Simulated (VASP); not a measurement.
Here is a VASP 6.6.1 calculation.

File INCAR:

```
SYSTEM = BW3
  PREC = Accurate
  ENCUT = 520
  EDIFF = 1E-6
  ISMEAR = 0
  SIGMA = 0.1
  LREAL = .FALSE.
  LASPH = .TRUE.
  NELM = 60
  ALGO = Normal
  ISIF = 2
  LWAVE = .FALSE.
  LCHARG = .FALSE.
  GGA = PE
  NBANDS = 30
```

File KPOINTS:

```
regular mesh
0
G
  4 4 4
  0 0 0
```

The input POSCAR:

```
BW3
1.0
    3.8872856700      0.0000000000      0.0000000000
    0.0000000000      3.8872856700      0.0000000000
    0.0000000000      0.0000000000      3.8872856700
B W
1 3
Direct
    0.0000000000      0.0000000000      0.0000000000
    0.5000000000      0.5000000000      0.0000000000
    0.5000000000      0.0000000000      0.5000000000
    0.0000000000      0.5000000000      0.5000000000
```

Potentials or basis: VASP PAW PBE potentials, release 64 (B, W_sv).

The run is started by

```sh
$ cat potpaw_PBE.64/B/POTCAR potpaw_PBE.64/W_sv/POTCAR > POTCAR
$ mpirun -np 1 vasp_std > vasp.out
```

**Question.** Predict the pressure.

**Answer.** -11.9 GPa.

**Question.** Predict the band gap on the k mesh.

**Answer.** Zero (an odd number of electrons rules out a gap without spin polarisation).

Caveat: the k points lie up to 0.40 Å⁻¹ apart, too coarse for converged energies and pressures of a metal; spin-orbit coupling is left out, which moves the levels of the heavy elements.
